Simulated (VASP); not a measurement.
A run of VASP 6.6.1:

The input INCAR:

```
ALGO = Normal
EDIFF = 1E-7
ENCUT = 520
GGA = PE
ISIF = 2
ISMEAR = 0
ISPIN = 2
LASPH = T
LCHARG = T
LELF = T
LORBIT = 11
LREAL = Auto
LVHAR = T
LWAVE = F
MAGMOM = 0 0 0 0.01 0 0 0 0 0 0 0 0 0 0 0.01 0 0 0.01 0 0.04 0 0.01 0 0 0 0.29 0 0.02 0 0 0 0.21 0 0.01 0 0
NBANDS = 99
NELECT = 143.0
NELM = 150
NUPDOWN = 1.0
PREC = Accurate
SIGMA = 0.01
```

KPOINTS

```
Automatic mesh
0
Gamma
  1 1 1
  0.25 0.25 0.25
```

Contents of POSCAR:

```
B17HN18
1.0
    7.4650312800      0.0000000000      0.0000000000
   -3.7325156400      6.4649067300      0.0000000000
    0.0000000000      0.0000000000      6.4954828800
B N H
17 18 1
Direct
    0.1112322385      0.2218659817      0.2500989940
    0.2220427522      0.1099420316      0.7500049558
    0.1109894937      0.5549086136      0.2500629311
    0.2263170553      0.4459366958      0.7499567421
    0.1109131914      0.8883598298      0.2500287826
    0.2218408633      0.7774308354      0.7498630971
    0.4446515993      0.2222019998      0.2499675036
    0.5543573905      0.1098369377      0.7501683584
    0.4446894088      0.5548733245      0.2500366978
    0.4445443886      0.8883811333      0.2501053637
    0.5577702364      0.7788007937      0.7499706536
    0.7777464304      0.2218813891      0.2500899817
    0.8900256464      0.1143629726      0.7498963814
    0.7772654283      0.5548587650      0.2501532223
    0.8849390075      0.4470327954      0.7498115461
    0.7776621953      0.8882081381      0.2500436573
    0.8872230719      0.7772067087      0.7495878278
    0.1122994644      0.2228224925      0.7497964903
    0.2217459786      0.1109749425      0.2501819737
    0.1114822106      0.5556256443      0.7499625762
    0.2217568080      0.4442861353      0.2499947215
    0.1111404062      0.8882478189      0.7497286399
    0.2218153008      0.7776635006      0.2500532684
    0.4384465969      0.2103517285      0.7505033801
    0.5551732151      0.1109860631      0.2499877248
    0.4431021792      0.5645468072      0.7503454152
    0.5550523946      0.4442125281      0.2500283040
    0.4445579789      0.8881720858      0.7498846548
    0.5552206806      0.7777482368      0.2501887841
    0.7776228003      0.2232600478      0.7500722220
    0.8885017306      0.1110396400      0.2500826396
    0.7852922199      0.5633546232      0.7491594557
    0.8884800300      0.4443085300      0.2501967028
    0.7805494406      0.8933907244      0.7498499702
    0.8884808799      0.7777436557      0.2498503042
    0.5228555670      0.3707484095      0.7502860763
```

Potentials or basis: VASP PAW PBE potentials, release 64 (B, N, H).

Launch:

```bash
$ cat potpaw_PBE.64/B/POTCAR potpaw_PBE.64/N/POTCAR potpaw_PBE.64/H/POTCAR > POTCAR
$ mpirun -np 1 vasp_std > vasp.out
```

Hardware: 1 thread of Intel(R) Xeon(R) Platinum 8488C (Sapphire Rapids), on a shared host.

Problem. Estimate the wall time of this run.

Solution. Wall time 14 min on 1 thread of Intel(R) Xeon(R) Platinum 8488C (Sapphire Rapids), on a shared host, peak memory 0.63 GiB. Counts: scf iterations 19, k points 6.
